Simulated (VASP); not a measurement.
Cu, 1 atom in the cell. Symmetry: I4/mmm, No. 139, tetragonal system. The conventional cell has a = 2.981 Å, b = 2.981 Å, c = 2.558 Å, α = 90.00°, β = 90.00°, γ = 90.00°. Within 3.3 Å of Cu (site symmetry 4/mmm) lie 14 Cu at 2.47 to 2.98 Å. 

* Program: VASP 6.6.1
* Task: single point
* Functional: LDA
* Potentials or basis: VASP PAW LDA potentials, release 64 (Cu)
* Cutoff: 520 eV
* k mesh: 24 × 24 × 24
* Occupations: gaussian, width 0.15 eV
* Spin: no spin polarisation
* Dipole correction: no
* Further INCAR settings: ALGO = Normal; EDIFF = 1e-07; NBANDS = 12

Potentials or basis: VASP PAW LDA potentials, release 64 (Cu).

Run with:

```console
$ cat potpaw_LDA.64/Cu/POTCAR > POTCAR
$ mpirun -np 1 vasp_std > vasp.out
```

Hardware: 1 thread of Intel(R) Xeon(R) 6975P-C (Granite Rapids), with other jobs on the host.

Task: Estimate the wall time of this run.

Result: Run time: 42 s on 1 thread of Intel(R) Xeon(R) 6975P-C (Granite Rapids), with other jobs on the host, peak memory 0.24 GiB. Counts: scf iterations 12, k points 1063.
